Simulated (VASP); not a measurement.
## C: single point with LDA

Crystal: C.

```
C
1.0
     0.00000   -4.23330    0.00000
    -2.44557   -2.11665   -3.35975
     2.44557   -2.11665   -3.35975
C
8
Direct
  0.89466 0.46932 0.53068
  0.83329 0.00000 0.00000
  0.33329 0.75000 0.25000
  0.33329 0.25000 0.75000
  0.16671 0.50000 0.50000
  0.16671 0.00000 0.00000
  0.66671 0.75000 0.25000
  0.66671 0.25000 0.75000
```

This cell differs from its parent crystal: atom 1 (C) moved -0.300 Å towards its neighbour atom 3 (C) at 2.444 Å.

- Program: VASP 6.6.1
- Task: single point
- Functional: LDA
- Potentials or basis: VASP PAW LDA potentials, release 64 (C)
- Cutoff: 520 eV
- k mesh: 10 × 10 × 10
- Occupations: gaussian, width 0.03 eV
- Spin: no spin polarisation

| Property | Result |
| --- | --- |
| Pressure | 12.8 GPa |
| Largest force | 23.625 eV/Å |
| Band gap on the k mesh | 0.25 eV, indirect (least direct gap 0.26 eV) |

Forces on the atoms (eV/Å):
```
C    -3.533  23.359   0.000
C     1.076   1.365   0.000
C    -0.722  -1.755   0.000
C     0.564  -2.201   0.000
C    -0.270 -15.603   0.000
C    -0.125  -0.884   0.000
C     1.559  -1.909   0.000
C     1.451  -2.371   0.000
```

Stress tensor (GPa, compression positive):
```
 5.48  4.45  0.00
 4.45 33.36  0.00
 0.00  0.00 -0.42
```

Levels at points of the mesh, in eV from the valence-band top:
```csv
k point,band 13,band 14,band 15,band 16,band 17,band 18,band 19,band 20
"(0.00, 0.00, 0.00)",-3.58,-3.16,-2.24,-1.14,0.57,3.84,4.11,4.86
"(0.50, 0.00, 0.00)",-5.09,-2.98,-2.73,-2.01,1.82,2.78,6.10,6.93
"(0.00, 0.50, 0.00)",-5.02,-3.83,-0.74,-0.01,0.25,1.32,6.72,7.86
"(0.50, 0.50, 0.00)",-5.00,-4.99,-3.72,-3.21,4.65,5.41,5.64,6.96
"(0.50, 0.00, 0.50)",-5.18,-4.95,-4.03,-3.06,4.64,5.52,5.85,6.77
"(0.00, 0.50, 0.50)",-2.61,-1.70,-1.17,-0.80,2.07,2.65,3.62,6.22
```

Run time: 3.6 min on 1 thread of Intel(R) Xeon(R) 6975P-C (Granite Rapids), on a shared host, peak memory 0.39 GiB.

Caveat: the cell differs from its parent crystal (atom 1 (C) moved -0.300 Å towards its neighbour atom 3 (C) at 2.444 Å); forces of over 1 eV/Å act on the atoms, so gaps and moduli don't describe the material at rest. A k mesh can miss the band edges.
